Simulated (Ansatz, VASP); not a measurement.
One calculation of Ni, two programs

```xyz
1
Lattice="-1.3401 1.3401 1.3401 1.3401 -1.3401 1.3401 1.3401 1.3401 -1.3401" Properties=species:S:1:pos:R:3 pbc="T T T"
Ni    0.0000    0.0000    0.0000
```

Alike in both runs: task single point; functional PBEsol; k mesh 18 × 18 × 18; occupations fermi-dirac, width 0.05 eV; collinear spin.

```csv
,VASP,Ansatz
version,VASP 6.6.1,Ansatz 0.2.0
potentials or method,"VASP PAW PBE potentials, release 64 (Ni), cutoff 600 eV","plane waves (420 eV) with PAW, scalar-relativistic"
valence electrons in the cell,10,18
```

```csv
,VASP,Ansatz,Ansatz less VASP
pressure (GPa),20.6,20.9,+0.36
net moment per atom (μB),0.00,0.00,-0.002
```

VASP's potentials were made for PBE, not for PBEsol, and Ansatz warns of the same on its side. VASP's potentials hold 10 valence electrons a cell and Ansatz's 18, so a difference there can come from the potentials and not from the codes. Ansatz's warnings: seeded moment not kept.
